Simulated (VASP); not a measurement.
Set up this calculation in VASP 6.6.1, as the native input.

- Task: single point
- Functional: r2SCAN
- Potentials or basis: VASP PAW PBE potentials, release 64 (P, Ga_d, Sb)
- Cutoff: 520 eV
- k mesh: 6 × 4 × 4
- Occupations: gaussian, width 0.01 eV
- Spin: no spin polarisation
- Dipole correction: no
- Further INCAR settings: ALGO = Normal; EDIFF = 1e-06; NBANDS = 46

Ga4SbP3:

```xyz
8
Lattice="3.9730 0.0000 0.0000 0.0000 7.9538 0.0000 0.0000 0.0000 5.6102" Properties=species:S:1:pos:R:3 pbc="T T T"
P     0.0000    1.8968    0.0025
P     1.9865    0.0000    2.8112
P     0.0000    6.0569    0.0025
Ga    1.9865    1.8331    4.2805
Ga    0.0000    0.0000    1.4713
Ga    1.9865    6.1207    4.2805
Ga    0.0000    3.9769    1.1765
Sb    1.9865    3.9769    2.8055
```

The input as run:

POSCAR

```
Ga4SbP3
1.0
    3.9730057224      0.0000000000      0.0000000000
    0.0000000000      7.9537704257      0.0000000000
    0.0000000000      0.0000000000      5.6101828148
P Ga Sb
3 4 1
Direct
    0.0000000000      0.2384838180      0.0004492307
    0.5000000000      0.0000000000      0.5010812480
    0.0000000000      0.7615161820      0.0004492307
    0.5000000000      0.2304636185      0.7629870715
    0.0000000000      0.0000000000      0.2622631944
    0.5000000000      0.7695363815      0.7629870715
    0.0000000000      0.5000000000      0.2097062887
    0.5000000000      0.5000000000      0.5000766644
```

INCAR.step1

```
SYSTEM = Ga4SbP3
ALGO     = Normal         ! electronic algorithm
EDIFF    = 1E-4           ! SCF threshold, eV
ENCUT    = 520            ! plane-wave cutoff, eV
GGA      = PE             ! functional
ISMEAR   = 0              ! smearing method
LASPH    = .TRUE.         ! aspherical terms in the spheres
LCHARG   = .FALSE.        ! write CHGCAR
LREAL    = .FALSE.        ! projectors in reciprocal space
LWAVE    = .TRUE.         ! write WAVECAR
NBANDS   = 46             ! bands
NELM     = 60             ! most SCF steps
PREC     = Accurate       ! precision mode
SIGMA    = 0.01           ! smearing width, eV
```

INCAR.step2

```
SYSTEM = Ga4SbP3
ALGO     = Normal         ! electronic algorithm
EDIFF    = 1E-6           ! SCF threshold, eV
ENCUT    = 520            ! plane-wave cutoff, eV
ISIF     = 2              ! what is computed and relaxed
ISMEAR   = 0              ! smearing method
ISTART   = 1            
LASPH    = .TRUE.         ! aspherical terms in the spheres
LCHARG   = .FALSE.        ! write CHGCAR
LMIXTAU  = .TRUE.       
LREAL    = .FALSE.        ! projectors in reciprocal space
LWAVE    = .FALSE.        ! write WAVECAR
METAGGA  = R2SCAN         ! meta-GGA
NBANDS   = 46             ! bands
NELM     = 60             ! most SCF steps
PREC     = Accurate       ! precision mode
SIGMA    = 0.01           ! smearing width, eV
```

KPOINTS

```
k-points
0
G
  6 4 4
  0 0 0
```

Potentials or basis: VASP PAW PBE potentials, release 64 (P, Ga_d, Sb).

Command:

```sh
$ cat potpaw_PBE.64/P/POTCAR potpaw_PBE.64/Ga_d/POTCAR potpaw_PBE.64/Sb/POTCAR > POTCAR
$ cp INCAR.step1 INCAR
$ mpirun -np 1 vasp_std > vasp.out
$ cp INCAR.step2 INCAR
$ mpirun -np 1 vasp_std > vasp.out
```

Results of the run:

- Pressure: 0.0 GPa
- Largest force: 0.009 eV/Å
- Band gap on the k mesh: 0.83 eV (least direct gap 0.87 eV)

Caveat: the PAW data sets were made with another functional, which shifts forces and pressure a little; spin-orbit coupling is left out, which moves the levels of the heavy elements.

Run time: 26 min on 1 thread of AMD EPYC 9755 128-Core Processor (shared host), peak memory 0.41 GiB.
